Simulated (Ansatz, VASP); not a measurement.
# Se: VASP beside Ansatz

Contents of INCAR:

```
SYSTEM = Se
ALGO = Normal
EDIFF = 1E-6
ENCUT = 520
GGA = PS
ISIF = 2
ISMEAR = 0
IVDW = 12
LASPH = .TRUE.
LCHARG = .FALSE.
LREAL = .FALSE.
LWAVE = .FALSE.
NBANDS = 16
NELM = 100
PREC = Accurate
SIGMA = 0.03
```

Contents of KPOINTS:

```
k-points
0
G
  12 12 8
  0 0 0
```

The input POSCAR:

```
Se
1.0
    3.9197365284      0.0000000000      0.0000000000
   -1.9598682642      3.3945914097      0.0000000000
    0.0000000000      0.0000000000      5.1849915850
Se
3
Direct
    0.2610773134      0.0000000000      0.3333333333
    0.0000000000      0.2610773134      0.6666666667
    0.7389226866      0.7389226866      0.0000000000
```

Input for Ansatz:

```yaml
crystal:
  lattice:
    - [3.9197365284, 0.0, 0.0]
    - [-1.9598682642, 3.3945914097, 0.0]
    - [0.0, 0.0, 5.184991585]
  atoms:
    - { symbol: Se, position: [0.2610773134, 0.0, 0.3333333333] }
    - { symbol: Se, position: [0.0, 0.2610773134, 0.6666666667] }
    - { symbol: Se, position: [0.7389226866, 0.7389226866, 0.0] }
basis:
  ecutwfc: 420
kpoints:
  mp_grid: { grid: [12, 12, 8] }
hamiltonian:
  xc: pbesol
  dispersion: d3bj
scf:
  occupations: { method: gaussian, width: 0.03 }
output:
  forces: true
  stress: true
  eigenvalues: true
```

Alike in both runs: task single point; functional PBEsol; dispersion D3(BJ); k mesh 12 × 12 × 8; occupations gaussian, width 0.03 eV; no spin polarisation.

|  | VASP | Ansatz |
| --- | --- | --- |
| version | VASP 6.6.1 | Ansatz 0.2.0 |
| potentials or method | VASP PAW PBE potentials, release 64 (Se), cutoff 520 eV | scalar-relativistic, plane waves, PAW |
| valence electrons in the cell | 18 | 48 |

```csv
,VASP,Ansatz,Ansatz less VASP
gap on the k mesh at the Fermi level (eV),0.19,0.20,+0.008
least direct gap on the mesh (eV),0.19,0.20,+0.008
pressure (GPa),-1.8,-2.0,-0.16
"traceless stress, the component that is largest in VASP (GPa)",-0.49,-0.56,-0.067
rms of the force components (eV/Å),0.074,0.088,+0.0138
```

VASP's potentials were made for PBE, not for PBEsol. Atom by atom the forces differ by 0.014 eV/Å (rms over components). VASP's potentials hold 18 valence electrons a cell and Ansatz's 48, so a difference there can come from the potentials and not from the codes.
